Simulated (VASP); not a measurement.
# AlGa3N4 (P-43m) in VASP: notebook

The runs below take AlGa3N4 through relaxation of cell and atoms, single point, with LDA.

All numbers are computed with VASP 6.6.1; they aren't measurements. Logs are shortened: lines on timing, memory, paths and dates and some standing lists are left out, and cuts for length are marked.

## 1. The cell of the first run

Symmetry: P-43m, No. 215, cubic system. The conventional cell has a = 4.427 Å, b = 4.427 Å, c = 4.427 Å, α = 90.00°, β = 90.00°, γ = 90.00°. Al (site symmetry -43m) has 4 N at 1.88 Å within 2.5 Å. Within 2.6 Å of Ga (site symmetry -42m) lie 4 N at 1.93 Å. Within 2.5 Å of N (site symmetry 3m) lie 1 Al at 1.88 Å and 3 Ga at 1.93 Å.

## 2. Relaxation of cell and atoms, LDA

Contents of INCAR:

```
SYSTEM = AlGa3N4
  PREC = Accurate
  ENCUT = 600
  EDIFF = 1E-7
  ISMEAR = 0
  SIGMA = 0.01
  LREAL = .False.
  LASPH = .True.
  NELM = 100
  ALGO = Normal
  ISIF = 3
  LWAVE = .False.
  LCHARG = .False.
  IBRION = 2
  NSW = 80
  EDIFFG = -0.001
```

Contents of KPOINTS:

```
Automatic mesh
0
Gamma
  6 6 6
  0 0 0
```

Contents of POSCAR:

```
AlGa3N4
1.0
    4.4270176666      0.0000000000      0.0000000000
    0.0000000000      4.4270176666      0.0000000000
    0.0000000000      0.0000000000      4.4270176666
Al Ga N
1 3 4
Direct
    0.0000000000      0.0000000000      0.0000000000
    0.5000000000      0.5000000000      0.0000000000
    0.5000000000      0.0000000000      0.5000000000
    0.0000000000      0.5000000000      0.5000000000
    0.7548139550      0.7548139550      0.2451860450
    0.7548139550      0.2451860450      0.7548139550
    0.2451860450      0.7548139550      0.7548139550
    0.2451860450      0.2451860450      0.2451860450
```

Potentials or basis: VASP PAW LDA potentials, release 64 (Al, Ga_d, N).

Launch:

```sh
cat potpaw_LDA.64/Al/POTCAR potpaw_LDA.64/Ga_d/POTCAR potpaw_LDA.64/N/POTCAR > POTCAR
mpirun -np 1 vasp_std > vasp.out
```

OUTCAR:

```text
SYSTEM = AlGa3N4
   PREC = Accurate
   ENCUT = 600
   EDIFF = 1E-7
   ISMEAR = 0
   LREAL = .False.
   LASPH = .True.
   NELM = 100
   ISIF = 3
   IBRION = 2
   NSW = 80
   EDIFFG = -0.001

 ion  position               nearest neighbor table
   1  0.000  0.000  0.000-   5 1.88   6 1.88   7 1.88   8 1.88   3 3.13   4 3.13   2 3.13   3 3.13
                             4 3.13   2 3.13   4 3.13   4 3.13   2 3.13   3 3.13   3 3.13   2 3.13
   2  0.500  0.500  0.000-   5 1.93   6 1.93   7 1.93   8 1.93   1 3.13   1 3.13   1 3.13   1 3.13

   3  0.500  0.000  0.500-   5 1.93   6 1.93   7 1.93   8 1.93   1 3.13   1 3.13   1 3.13   1 3.13

   4  0.000  0.500  0.500-   5 1.93   6 1.93   7 1.93   8 1.93   1 3.13   1 3.13   1 3.13   1 3.13

   5  0.755  0.755  0.245-   1 1.88   2 1.93   3 1.93   4 1.93
   6  0.755  0.245  0.755-   1 1.88   2 1.93   3 1.93   4 1.93
   7  0.245  0.755  0.755-   1 1.88   2 1.93   3 1.93   4 1.93
   8  0.245  0.245  0.245-   1 1.88   2 1.93   3 1.93   4 1.93

  LATTYP: Found a simple cubic cell.
 ALAT       =     4.4270176666

  Lattice vectors:

 A1 = (   4.4270176666,   0.0000000000,   0.0000000000)
 A2 = (   0.0000000000,   4.4270176666,   0.0000000000)
 A3 = (   0.0000000000,   0.0000000000,   4.4270176666)

Analysis of symmetry for initial positions (statically):
=====================================================================
 Subroutine PRICEL returns:
 Original cell was already a primitive cell.

 Routine SETGRP: Setting up the symmetry group for a
 simple cubic supercell.

 Subroutine GETGRP returns: Found 24 space group operations
 (whereof 24 operations were pure point group operations)
 out of a pool of 48 trial point group operations.

The static configuration has the point symmetry T_d .

Analysis of symmetry for dynamics (positions and initial velocities):
=====================================================================
 Subroutine PRICEL returns:
 Original cell was already a primitive cell.

 Routine SETGRP: Setting up the symmetry group for a
 simple cubic supercell.

 Subroutine GETGRP returns: Found 24 space group operations
 (whereof 24 operations were pure point group operations)
 out of a pool of 48 trial point group operations.

The dynamic configuration has the point symmetry T_d .

 Subroutine INISYM returns: Found 24 space group operations
 (whereof 24 operations are pure point group operations),
 and found     1 'primitive' translations

----------------------------------------------------------------------------------------

                                     Primitive cell

  volume of cell :      86.7628

  direct lattice vectors                    reciprocal lattice vectors
     4.427017667  0.000000000  0.000000000     0.225885703  0.000000000  0.000000000
     0.000000000  4.427017667  0.000000000     0.000000000  0.225885703  0.000000000
     0.000000000  0.000000000  4.427017667     0.000000000  0.000000000  0.225885703

  length of vectors
     4.427017667  4.427017667  4.427017667     0.225885703  0.225885703  0.225885703

  position of ions in fractional coordinates (direct lattice)
     0.000000000  0.000000000  0.000000000
     0.500000000  0.500000000  0.000000000
     0.500000000  0.000000000  0.500000000
     0.000000000  0.500000000  0.500000000
     0.754813955  0.754813955  0.245186045
     0.754813955  0.245186045  0.754813955
     0.245186045  0.754813955  0.754813955
     0.245186045  0.245186045  0.245186045

  ion indices of the primitive-cell ions
   primitive index   ion index
                 1           1
                 2           2
                 3           3
                 4           4
                 5           5
                 6           6
                 7           7
                 8           8

----------------------------------------------------------------------------------------

 KPOINTS: Automatic mesh

Automatic generation of k-mesh.
 Grid dimensions read from file:
 generate k-points for:    6    6    6

 Generating k-lattice:

  Cartesian coordinates                     Fractional coordinates (reciprocal lattice)
     0.037647617  0.000000000  0.000000000     0.166666667  0.000000000  0.000000000
     0.000000000  0.037647617  0.000000000     0.000000000  0.166666667  0.000000000
     0.000000000  0.000000000  0.037647617     0.000000000  0.000000000  0.166666667

  Length of vectors
     0.037647617  0.037647617  0.037647617

  Shift w.r.t. Gamma in fractional coordinates (k-lattice)
     0.000000000  0.000000000  0.000000000

 Subroutine IBZKPT returns following result:
 ===========================================

 Found     20 irreducible k-points:

 Following reciprocal coordinates:
            Coordinates               Weight
  0.000000  0.000000  0.000000      1.000000
  0.166667  0.000000  0.000000      6.000000
  0.333333  0.000000  0.000000      6.000000
  0.500000  0.000000  0.000000      3.000000
  0.166667  0.166667  0.000000     12.000000
  0.333333  0.166667  0.000000     24.000000
[... 12 lines left out ...]
  0.500000  0.500000  0.333333      6.000000
  0.500000  0.500000  0.500000      1.000000
   k-points           NKPTS =     20   k-points in BZ     NKDIM =     20   number of bands    NBANDS=     37
   number of dos      NEDOS =    301   number of ions     NIONS =      8
   total plane-waves  NPLWV =  46656
   dimension x,y,z NGX =    36 NGY =   36 NGZ =   36
   dimension x,y,z NGXF=    72 NGYF=   72 NGZF=   72
   ions per type =               1   3   4
   NGX,Y,Z   is equivalent  to a cutoff of  13.52, 13.52, 13.52 a.u.
   NGXF,Y,Z  is equivalent  to a cutoff of  27.04, 27.04, 27.04 a.u.
 SYSTEM =  AlGa3N4
   PREC   = accura    normal or accurate (medium, high low for compatibility)
   ISTART =      0    job   : 0-new  1-cont  2-samecut
   ICHARG =      2    charge: 1-file 2-atom 10-const
   ISPIN  =      1    spin polarized calculation?
   LNONCOLLINEAR =      F non collinear calculations
   LSORBIT =      F    spin-orbit coupling
   LASPH  =      T    aspherical Exc in radial PAW
   ENCUT  =  600.0 eV  44.10 Ry    6.64 a.u.   8.84  8.84  8.84*2*pi/ulx,y,z
   NELM   =    100;   NELMIN=  2; NELMDL= -5     # of ELM steps
   EDIFF  = 0.1E-06   stopping-criterion for ELM
   LREAL  =      F    real-space projection
   EDIFFG = -.1E-02   stopping-criterion for IOM
   NSW    =     80    number of steps for IOM
   IBRION =      2    ionic relax: 0-MD 1-quasi-New 2-CG
   NFREE  =      1    steps in history (QN), initial steepest desc. (CG)
   ISIF   =      3    stress and relaxation
   ISYM   =      2    0-nonsym 1-usesym 2-fastsym
   POTIM  = 0.5000    time-step for ionic-motion
   TEBEG  =    0.0;   TEEND  =   0.0 temperature during run
   PSTRESS=    0.0 pullay stress
   NELECT =      62.0000    total number of electrons
   NUPDOWN=      -1.0000    fix difference up-down
   EMIN   =  10.00;   EMAX   =-10.00  energy-range for DOS
   EFERMI =   0.00;   METHOD = LEGACY
   ISMEAR =     0;   SIGMA  =   0.01  broadening in eV -4-tet -1-fermi 0-gaus
   EFERMI_NEDOS =   21; number of points for ismear=-14 and -15
   IALGO  =     38    algorithm
   IMIX   =      4    mixing-type and parameters
     AMIX     =   0.40;   BMIX     =  1.00
     AMIX_MAG =   1.60;   BMIX_MAG =  1.00
  volume/ion in A,a.u.               =      10.85        73.19
  Fermi-wavevector in a.u.,A,eV,Ry     =   1.463617  2.765835 29.146060  2.142175
  Thomas-Fermi vector in A             =   2.579691
   LORBIT       =      0    0 simple, 1 ext, 2 COOP (PROOUT), +10 PAW based schemes
   GGA     = CA    functional components
   LHFCALC =     F    Hartree Fock is set to
   AEXX    =    0.0000 exact exchange contribution
   IVDW    =     0    specifies the selected vdW correction
   LEPSILON=     F    determine dielectric tensor
   LRPA    =     F    only Hartree local field effects (RPA)
 conjugate gradient relaxation of ions
 non-spin polarized calculation
 Gauss-broadening in eV      SIGMA  =   0.01
  energy-cutoff  :      600.00
  volume of cell :       86.76
 maximum number of plane-waves:      2945
 NGX is ok and might be reduce to    36
   NGX = 17   NGY = 17   NGZ = 17

--------------------------------------- Ionic step        1  -------------------------------------------

 number of electron      61.9999939 magnetization

 Free energy of the ion-electron system (eV)
  ---------------------------------------------------
  ext. energy  EPLUGINS =         0.00000000
  ---------------------------------------------------
  free energy    TOTEN  =       -58.20027491 eV

  energy without entropy =      -58.20027491  energy(sigma->0) =      -58.20027491

------------------------ aborting loop because EDIFF is reached ----------------------------------------

  FORCE on cell =-STRESS in cart. coord.  units (eV):
  Direction    XX          YY          ZZ          XY          YZ          ZX
  --------------------------------------------------------------------------------------
  -------------------------------------------------------------------------------------
  Total        0.4671588      0.4671588      0.4671588      0.0000000      0.0000000      0.0000000
  in kB        8.6266333      8.6266333      8.6266333      0.0000000      0.0000000      0.0000000
  external PRESSURE =       8.6266333 kB  Pullay stress =       0.0000000 kB

 VOLUME and BASIS-vectors are now :
 -----------------------------------------------------------------------------
  energy-cutoff  :      600.00
  volume of cell :       86.76
      direct lattice vectors                 reciprocal lattice vectors
     4.427017667  0.000000000  0.000000000     0.225885703  0.000000000  0.000000000
     0.000000000  4.427017667  0.000000000     0.000000000  0.225885703  0.000000000
     0.000000000  0.000000000  4.427017667     0.000000000  0.000000000  0.225885703
[... 127 lines left out ...]
 POSITION                                       TOTAL-FORCE (eV/Angst)
 -----------------------------------------------------------------------------------
      0.00000      0.00000      0.00000         0.000000      0.000000      0.000000
      2.21670      2.21670      0.00000         0.000000      0.000000      0.000000
      2.21670     -0.00000      2.21670         0.000000      0.000000      0.000000
      0.00000      2.21670      2.21670         0.000000      0.000000      0.000000
      3.34682      3.34682      1.08658         0.005447      0.005447     -0.005447
      3.34682      1.08658      3.34682         0.005447     -0.005447      0.005447
      1.08658      3.34682      3.34682        -0.005447      0.005447      0.005447
      1.08658      1.08658      1.08658        -0.005447     -0.005447     -0.005447
 -----------------------------------------------------------------------------------
    total drift:                               -0.000000     -0.000000     -0.000000

  FREE ENERGIE OF THE ION-ELECTRON SYSTEM (eV)
  ---------------------------------------------------
  free  energy   TOTEN  =       -58.2013682875 eV

  energy  without entropy=      -58.2013682875  energy(sigma->0) =      -58.20136829

--------------------------------------- Ionic step        5  -------------------------------------------

 number of electron      61.9999938 magnetization

 Free energy of the ion-electron system (eV)
  ---------------------------------------------------
  ext. energy  EPLUGINS =         0.00000000
  ---------------------------------------------------
  free energy    TOTEN  =       -58.20137510 eV

  energy without entropy =      -58.20137510  energy(sigma->0) =      -58.20137510

 E-fermi :   5.4759     XC(G=0): -12.0585

 val. band max:        5.4339564995   @ k =   0.0000   0.0000   0.0000
 cond. band min:       7.9747354717   @ k =   0.0000   0.0000   0.0000
 fundamental gap:      2.5407789722
 Fermi energy:         5.4759132306

 k-point     1 :       0.0000    0.0000    0.0000
  band No.  band energies     occupation
      1     -10.3094      2.00000
      2      -9.0353      2.00000
      3      -9.0353      2.00000
      4      -9.0353      2.00000
      5      -7.8483      2.00000
      6      -7.8218      2.00000
[... 811 lines left out ...]
 POSITION                                       TOTAL-FORCE (eV/Angst)
 -----------------------------------------------------------------------------------
      0.00000      0.00000      0.00000        -0.000000      0.000000      0.000000
      2.21665      2.21665      0.00000        -0.000000      0.000000      0.000000
      2.21665     -0.00000      2.21665        -0.000000      0.000000      0.000000
      0.00000      2.21665      2.21665        -0.000000      0.000000      0.000000
      3.34698      3.34698      1.08633        -0.000407     -0.000407      0.000407
      3.34698      1.08633      3.34698        -0.000407      0.000407     -0.000407
      1.08633      3.34698      3.34698         0.000407     -0.000407     -0.000407
      1.08633      1.08633      1.08633         0.000407      0.000407      0.000407
 -----------------------------------------------------------------------------------
    total drift:                               -0.000000     -0.000000     -0.000000

  FREE ENERGIE OF THE ION-ELECTRON SYSTEM (eV)
  ---------------------------------------------------
  free  energy   TOTEN  =       -58.2013750972 eV

  energy  without entropy=      -58.2013750972  energy(sigma->0) =      -58.20137510

 reached required accuracy - stopping structural energy minimisation
```

Wall time 4.9 min (1 thread of Intel Xeon 8259CL, shared host); peak memory 0.22 GiB.

What came out:

* Free energy: -58.2014 eV
* Relaxed volume: 10.89 Å³/atom
* Relaxed cell: a = 4.433 Å, b = 4.433 Å, c = 4.433 Å, α = 90.00°, β = 90.00°, γ = 90.00°
* Space group after relaxing (to 0.05 Å): P-43m (No. 215)
* Energy gained by relaxing: 0.1 meV/atom
* Ionic steps: 5
* Pressure after relaxing: 0.0 GPa
* Band gap on the k mesh: 2.54 eV, direct

Step by step:
```
step  energy change (eV)  largest force (eV/Å)  pressure (GPa)  volume (Å³)
   1              0.0000                0.0297            0.86        86.76
   2             -0.0002                0.0093           -0.84        87.50
   3             -0.0011                0.0091           -0.03        87.15
   4             -0.0011                0.0094            0.00        87.14
   5             -0.0011                0.0007            0.01        87.13
```

Final structure:
```cif
data_structure
_symmetry_space_group_name_H-M 'P 1'
_symmetry_Int_Tables_number 1
_cell_length_a 4.4333
_cell_length_b 4.4333
_cell_length_c 4.4333
_cell_angle_alpha 90.000
_cell_angle_beta 90.000
_cell_angle_gamma 90.000
_cell_volume 87.13
loop_
_atom_site_label
_atom_site_type_symbol
_atom_site_fract_x
_atom_site_fract_y
_atom_site_fract_z
_atom_site_occupancy
Al1 Al 0.00000 0.00000 0.00000 1
Ga1 Ga 0.50000 0.50000 0.00000 1
Ga2 Ga 0.50000 0.00000 0.50000 1
Ga3 Ga 0.00000 0.50000 0.50000 1
N1 N 0.75496 0.75496 0.24504 1
N2 N 0.75496 0.24504 0.75496 1
N3 N 0.24504 0.75496 0.75496 1
N4 N 0.24504 0.24504 0.24504 1
```

(Continued in part 2 of 2.)
